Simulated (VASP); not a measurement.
Here is a VASP 6.6.1 calculation.

The input INCAR:

```
SYSTEM = HfSc2
PREC = Accurate
ENCUT = 600
EDIFF = 1E-7
ISMEAR = 0
SIGMA = 0.1
LREAL = .FALSE.
LASPH = .TRUE.
NELM = 60
ALGO = Fast
ISIF = 3
LWAVE = .FALSE.
LCHARG = .FALSE.
GGA = PE
IBRION = 2
NSW = 90
EDIFFG = -0.04
```

File KPOINTS:

```
Automatic mesh
0
G
  6 6 6
  0 0 0
```

POSCAR

```
HfSc2
1.0
   -1.7882778958      1.7882778958      4.3868692131
    1.7882778958     -1.7882778958      4.3868692131
    1.7882778958      1.7882778958     -4.3868692131
Hf Sc
1 2
Direct
    0.0000000000      0.0000000000      0.0000000000
    0.6650000000      0.6650000000      0.0000000000
    0.3350000000      0.3350000000      0.0000000000
```

Potentials or basis: VASP PAW PBE potentials, release 64 (Hf_pv, Sc_sv).

Run with:

```console
$ cat potpaw_PBE.64/Hf_pv/POTCAR potpaw_PBE.64/Sc_sv/POTCAR > POTCAR
$ mpirun -np 1 vasp_std > vasp.out
```

Task: What does it give for the space group after relaxing (to 0.1 Å)?

Result: I4/mmm (No. 139).

Task: What does it give for the relaxed cell?

Result: a = 5.710 Å, b = 5.710 Å, c = 5.710 Å, α = 141.81°, β = 141.81°, γ = 55.12°.

Forces in eV/Å, atoms in the order of the input:
```
Hf   0.000  0.000  0.000
Sc   0.000  0.000 -0.031
Sc   0.000  0.000  0.031
```
